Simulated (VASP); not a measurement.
Input of a VASP 6.6.1 run:

INCAR

```
  ALGO = Normal
  EDIFF = 1E-6
  ENCUT = 520
  GGA = CA
  ISIF = 2
  ISMEAR = 0
  LASPH = T
  LCHARG = T
  LELF = T
  LREAL = F
  LVHAR = T
  LWAVE = F
  NBANDS = 18
  NELM = 100
  PREC = Accurate
  SIGMA = 0.1
```

The input KPOINTS:

```
k-points
0
Gamma
  10 10 10
```

File POSCAR:

```
ScAl3
1.0
    4.1103041848      0.0000000000      0.0000000000
    0.0000000000      4.1103041848      0.0000000000
    0.0000000000      0.0000000000      4.1103041848
Sc Al
1 3
Direct
    0.0000000000      0.0000000000      0.0000000000
    0.5000000000      0.0000000000      0.5000000000
    0.0000000000      0.5000000000      0.5000000000
    0.5000000000      0.5000000000      0.0000000000
```

Potentials or basis: VASP PAW LDA potentials, release 64 (Sc_sv, Al).

Command:

```bash
$ cat potpaw_LDA.64/Sc_sv/POTCAR potpaw_LDA.64/Al/POTCAR > POTCAR
$ mpirun -np 1 vasp_std > vasp.out
```

**Question.** What does it give for the band gap on the k mesh?

**Answer.** Zero (band 10 reaches 7.71 eV, above the bottom of band 11 at 4.04 eV).

**Question.** What does it give for the pressure?

**Answer.** -4.9 GPa.
